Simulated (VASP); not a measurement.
# MgS (Niningerite) (Fm-3m) in VASP: a series of runs

The runs below take MgS (Niningerite) through single point, with r2SCAN, HSE06.

All numbers are computed with VASP 6.6.1; they aren't measurements. Logs are shortened: lines on timing, memory, paths and dates and some standing lists are left out, and cuts for length are marked.

## (1) The cell of the first run

Symmetry: Fm-3m, No. 225, cubic system. Conventional cell: a = 5.203 Å, b = 5.203 Å, c = 5.203 Å, α = 90.00°, β = 90.00°, γ = 90.00°. Within 3.4 Å of Mg (site symmetry m-3m) lie 6 S at 2.60 Å. Within 3.4 Å of S (site symmetry m-3m) lie 6 Mg at 2.60 Å.

## (2) Single point, r2SCAN

Contents of POSCAR:

```
MgS
1.0
    0.0000000000      2.6015177400      2.6015177400
    2.6015177400      0.0000000000      2.6015177400
    2.6015177400      2.6015177400      0.0000000000
Mg S
1 1
Direct
    0.0000000000      0.0000000000      0.0000000000
    0.5000000000      0.5000000000      0.5000000000
```

Contents of INCAR.step1:

```
PREC = Accurate
ENCUT = 520
ISMEAR = 0
SIGMA = 0.01
LREAL = False
LASPH = True
NELM = 60
NBANDS = 11
GGA = PE
ALGO = Normal
EDIFF = 1E-4
LWAVE = True
LCHARG = False
```

Contents of INCAR.step2:

```
PREC = Accurate
ENCUT = 520
EDIFF = 1E-7
ISMEAR = 0
SIGMA = 0.01
LREAL = False
LASPH = True
NELM = 60
ALGO = Normal
ISIF = 2
LWAVE = False
LCHARG = False
METAGGA = R2SCAN
LMIXTAU = True
NBANDS = 11
ISTART = 1
```

Contents of KPOINTS:

```
Automatic mesh
0
Gamma
  6 6 6
```

Potentials or basis: VASP PAW PBE potentials, release 64 (Mg, S).

Run with:

```console
$ cat potpaw_PBE.64/Mg/POTCAR potpaw_PBE.64/S/POTCAR > POTCAR
$ cp INCAR.step1 INCAR
$ mpirun -np 1 vasp_std > vasp.out
$ cp INCAR.step2 INCAR
$ mpirun -np 1 vasp_std > vasp.out
```

OUTCAR:

```text
PREC = Accurate
   ENCUT = 520
   EDIFF = 1E-7
   ISMEAR = 0
   LREAL = False
   LASPH = True
   NELM = 60
   ISIF = 2
   METAGGA = R2SCAN
   ISTART = 1

 ion  position               nearest neighbor table
   1  0.000  0.000  0.000-   2 2.60   2 2.60   2 2.60   2 2.60   2 2.60   2 2.60
   2  0.500  0.500  0.500-   1 2.60   1 2.60   1 2.60   1 2.60   1 2.60   1 2.60

  LATTYP: Found a face centered cubic cell.
 ALAT       =     5.2030354800

  Lattice vectors:

 A1 = (   0.0000000000,   2.6015177400,   2.6015177400)
 A2 = (   2.6015177400,   0.0000000000,   2.6015177400)
 A3 = (   2.6015177400,   2.6015177400,   0.0000000000)

Analysis of symmetry for initial positions (statically):
=====================================================================
 Subroutine PRICEL returns:
 Original cell was already a primitive cell.

 Routine SETGRP: Setting up the symmetry group for a
 face centered cubic supercell.

 Subroutine GETGRP returns: Found 48 space group operations
 (whereof 48 operations were pure point group operations)
 out of a pool of 48 trial point group operations.

The static configuration has the point symmetry O_h .

Analysis of symmetry for dynamics (positions and initial velocities):
=====================================================================
 Subroutine PRICEL returns:
 Original cell was already a primitive cell.

 Routine SETGRP: Setting up the symmetry group for a
 face centered cubic supercell.

 Subroutine GETGRP returns: Found 48 space group operations
 (whereof 48 operations were pure point group operations)
 out of a pool of 48 trial point group operations.

The dynamic configuration has the point symmetry O_h .

 Subroutine INISYM returns: Found 48 space group operations
 (whereof 48 operations are pure point group operations),
 and found     1 'primitive' translations

----------------------------------------------------------------------------------------

                                     Primitive cell

  volume of cell :      35.2136

  direct lattice vectors                    reciprocal lattice vectors
     0.000000000  2.601517740  2.601517740    -0.192195499  0.192195499  0.192195499
     2.601517740  0.000000000  2.601517740     0.192195499 -0.192195499  0.192195499
     2.601517740  2.601517740  0.000000000     0.192195499  0.192195499 -0.192195499

  length of vectors
     3.679101671  3.679101671  3.679101671     0.332892369  0.332892369  0.332892369

  position of ions in fractional coordinates (direct lattice)
     0.000000000  0.000000000  0.000000000
     0.500000000  0.500000000  0.500000000

  ion indices of the primitive-cell ions
   primitive index   ion index
                 1           1
                 2           2

----------------------------------------------------------------------------------------

 KPOINTS: Automatic mesh

Automatic generation of k-mesh.
 Grid dimensions read from file:
 generate k-points for:    6    6    6

 Generating k-lattice:

  Cartesian coordinates                     Fractional coordinates (reciprocal lattice)
    -0.032032583  0.032032583  0.032032583     0.166666667  0.000000000  0.000000000
     0.032032583 -0.032032583  0.032032583     0.000000000  0.166666667  0.000000000
     0.032032583  0.032032583 -0.032032583     0.000000000  0.000000000  0.166666667

  Length of vectors
     0.055482062  0.055482062  0.055482062

  Shift w.r.t. Gamma in fractional coordinates (k-lattice)
     0.000000000  0.000000000  0.000000000

 Subroutine IBZKPT returns following result:
 ===========================================

 Found     16 irreducible k-points:

 Following reciprocal coordinates:
            Coordinates               Weight
  0.000000  0.000000  0.000000      1.000000
  0.166667  0.000000  0.000000      8.000000
  0.333333  0.000000  0.000000      8.000000
  0.500000  0.000000  0.000000      4.000000
  0.166667  0.166667  0.000000      6.000000
  0.333333  0.166667  0.000000     24.000000
[... 8 lines left out ...]
 -0.333333  0.333333  0.166667     24.000000
 -0.333333  0.500000  0.166667     12.000000
   k-points           NKPTS =     16   k-points in BZ     NKDIM =     16   number of bands    NBANDS=     11
   number of dos      NEDOS =    301   number of ions     NIONS =      2
   total plane-waves  NPLWV =  21952
   dimension x,y,z NGX =    28 NGY =   28 NGZ =   28
   dimension x,y,z NGXF=    56 NGYF=   56 NGZF=   56
   ions per type =               1   1
   NGX,Y,Z   is equivalent  to a cutoff of  12.65, 12.65, 12.65 a.u.
   NGXF,Y,Z  is equivalent  to a cutoff of  25.30, 25.30, 25.30 a.u.
 SYSTEM =  unknown system
   PREC   = accura    normal or accurate (medium, high low for compatibility)
   ISTART =      1    job   : 0-new  1-cont  2-samecut
   ICHARG =      0    charge: 1-file 2-atom 10-const
   ISPIN  =      1    spin polarized calculation?
   LNONCOLLINEAR =      F non collinear calculations
   LSORBIT =      F    spin-orbit coupling
   LASPH  =      T    aspherical Exc in radial PAW
   ENCUT  =  520.0 eV  38.22 Ry    6.18 a.u.   6.84  6.84  6.84*2*pi/ulx,y,z
   NELM   =     60;   NELMIN=  2; NELMDL=  0     # of ELM steps
   EDIFF  = 0.1E-06   stopping-criterion for ELM
   LREAL  =      F    real-space projection
   EDIFFG = 0.1E-05   stopping-criterion for IOM
   NSW    =      0    number of steps for IOM
   IBRION =     -1    ionic relax: 0-MD 1-quasi-New 2-CG
   NFREE  =      0    steps in history (QN), initial steepest desc. (CG)
   ISIF   =      2    stress and relaxation
   ISYM   =      2    0-nonsym 1-usesym 2-fastsym
   POTIM  = 0.5000    time-step for ionic-motion
   TEBEG  =    0.0;   TEEND  =   0.0 temperature during run
   PSTRESS=    0.0 pullay stress
   NELECT =       8.0000    total number of electrons
   NUPDOWN=      -1.0000    fix difference up-down
   EMIN   =  10.00;   EMAX   =-10.00  energy-range for DOS
   EFERMI =   0.00;   METHOD = LEGACY
   ISMEAR =     0;   SIGMA  =   0.01  broadening in eV -4-tet -1-fermi 0-gaus
   EFERMI_NEDOS =   21; number of points for ismear=-14 and -15
   IALGO  =     38    algorithm
   IMIX   =      4    mixing-type and parameters
     AMIX     =   0.40;   BMIX     =  1.00
     AMIX_MAG =   1.60;   BMIX_MAG =  1.00
  volume/ion in A,a.u.               =      17.61       118.82
  Fermi-wavevector in a.u.,A,eV,Ry     =   0.998929  1.887702 13.576703  0.997860
  Thomas-Fermi vector in A             =   2.131185
   LORBIT       =      0    0 simple, 1 ext, 2 COOP (PROOUT), +10 PAW based schemes
   METAGGA = R2SCAN    functional components
   LHFCALC =     F    Hartree Fock is set to
   AEXX    =    0.0000 exact exchange contribution
   IVDW    =     0    specifies the selected vdW correction
   LEPSILON=     F    determine dielectric tensor
   LRPA    =     F    only Hartree local field effects (RPA)
 non-spin polarized calculation
 Gauss-broadening in eV      SIGMA  =   0.01
  energy-cutoff  :      520.00
  volume of cell :       35.21
 maximum number of plane-waves:       960
   NGX = 13   NGY = 13   NGZ = 13

 number of electron       8.0000000 magnetization

 Free energy of the ion-electron system (eV)
  ---------------------------------------------------
  ext. energy  EPLUGINS =         0.00000000
  ---------------------------------------------------
  free energy    TOTEN  =       -15.50855369 eV

  energy without entropy =      -15.50855369  energy(sigma->0) =      -15.50855369

 E-fermi :   3.5539     XC(G=0): -10.0900

 val. band max:        3.4957628029   @ k =   0.0000   0.0000   0.0000
 cond. band min:       6.9285121022   @ k =   0.5000   0.5000   0.0000
 fundamental gap:      3.4327492993
 Fermi energy:         3.5538972279

 k-point     1 :       0.0000    0.0000    0.0000
  band No.  band energies     occupation
      1      -9.6879      2.00000
      2       3.4958      2.00000
      3       3.4958      2.00000
      4       3.4958      2.00000
      5       8.1114      0.00000
      6      12.0257      0.00000
      7      12.0257      0.00000
      8      12.0257      0.00000
      9      14.4365      0.00000
     10      14.4365      0.00000
     11      17.0381      0.00000

 k-point     2 :       0.1667    0.0000    0.0000
  band No.  band energies     occupation
      1      -9.4171      2.00000
      2       1.8993      2.00000
      3       3.3192      2.00000
      4       3.3192      2.00000
      5       9.1350      0.00000
      6      11.8250      0.00000
      7      12.3106      0.00000
      8      12.3106      0.00000
      9      13.7939      0.00000
     10      13.7939      0.00000
     11      17.0185      0.00000

 k-point     3 :       0.3333    0.0000    0.0000
  band No.  band energies     occupation
      1      -8.7667      2.00000
      2      -0.3648      2.00000
      3       3.0117      2.00000
      4       3.0118      2.00000
      5       8.9752      0.00000
      6      11.4375      0.00000
      7      11.4375      0.00000
      8      13.8178      0.00000
      9      15.7374      0.00000
     10      15.7374      0.00000
     11      16.1013      0.00000

 k-point     4 :       0.5000    0.0000    0.0000
  band No.  band energies     occupation
      1      -8.3549      2.00000
      2      -1.3820      2.00000
      3       2.8756      2.00000
      4       2.8756      2.00000
      5       8.7114      0.00000
      6      10.9976      0.00000
      7      10.9976      0.00000
      8      14.7303      0.00000
      9      16.7284      0.00000
     10      18.5867      0.00000
     11      18.5867      0.00000
[... 127 lines left out ...]
 k-point    14 :       0.5000    0.3333    0.1667
  band No.  band energies     occupation
      1      -8.3229      2.00000
      2      -0.2182      2.00000
      3       1.2696      2.00000
      4       2.2433      2.00000
      5       9.4519      0.00000
      6      10.7194      0.00000
      7      11.5327      0.00000
      8      14.1579      0.00000
      9      15.8557      0.00000
     10      19.3376      0.00000
     11      19.8281      0.00000

 k-point    15 :      -0.3333    0.3333    0.1667
  band No.  band energies     occupation
      1      -8.0427      2.00000
      2      -0.4681      2.00000
      3       0.7418      2.00000
      4       1.8935      2.00000
      5       9.4700      0.00000
      6      10.8866      0.00000
      7      12.9162      0.00000
      8      13.1407      0.00000
      9      16.6205      0.00000
     10      18.5313      0.00000
     11      20.0632      0.00000

 k-point    16 :      -0.3333    0.5000    0.1667
  band No.  band energies     occupation
      1      -7.9368      2.00000
      2      -0.3220      2.00000
      3       0.8711      2.00000
      4       1.2833      2.00000
      5       8.5488      0.00000
      6      10.3032      0.00000
      7      13.4200      0.00000
      8      14.1034      0.00000
      9      18.4743      0.00000
     10      19.6540      0.00000
     11      19.9408      0.00000

------------------------ aborting loop because EDIFF is reached ----------------------------------------

  FORCE on cell =-STRESS in cart. coord.  units (eV):
  Direction    XX          YY          ZZ          XY          YZ          ZX
  --------------------------------------------------------------------------------------
  -------------------------------------------------------------------------------------
  Total       -0.0968452     -0.0968452     -0.0968452      0.0000000      0.0000000      0.0000000
  in kB       -4.4063442     -4.4063442     -4.4063442      0.0000000      0.0000000      0.0000000
  external PRESSURE =      -4.4063442 kB  Pullay stress =       0.0000000 kB

 VOLUME and BASIS-vectors are now :
 -----------------------------------------------------------------------------
  energy-cutoff  :      520.00
  volume of cell :       35.21
      direct lattice vectors                 reciprocal lattice vectors
     0.000000000  2.601517740  2.601517740    -0.192195499  0.192195499  0.192195499
     2.601517740  0.000000000  2.601517740     0.192195499 -0.192195499  0.192195499
     2.601517740  2.601517740  0.000000000     0.192195499  0.192195499 -0.192195499

 POSITION                                       TOTAL-FORCE (eV/Angst)
 -----------------------------------------------------------------------------------
      0.00000      0.00000      0.00000         0.000000      0.000000     -0.000000
      2.60152      2.60152      2.60152        -0.000000     -0.000000      0.000000
 -----------------------------------------------------------------------------------
    total drift:                                0.000000      0.000000      0.000000

  FREE ENERGIE OF THE ION-ELECTRON SYSTEM (eV)
  ---------------------------------------------------
  free  energy   TOTEN  =       -15.5085536930 eV

  energy  without entropy=      -15.5085536930  energy(sigma->0) =      -15.50855369
```

Wall time 28 s (1 thread of Intel Xeon 6975P-C, shared host); peak memory 0.16 GiB.

Results:

```
Free energy            : -15.5086 eV
Pressure               : -0.4 GPa
Band gap on the k mesh : 3.43 eV, indirect (least direct gap 4.62 eV)
```

Caveat: the PAW data sets were made with another functional, which shifts forces and pressure a little. A k mesh can miss the band edges.

(Part 1 of 2 ends here.)
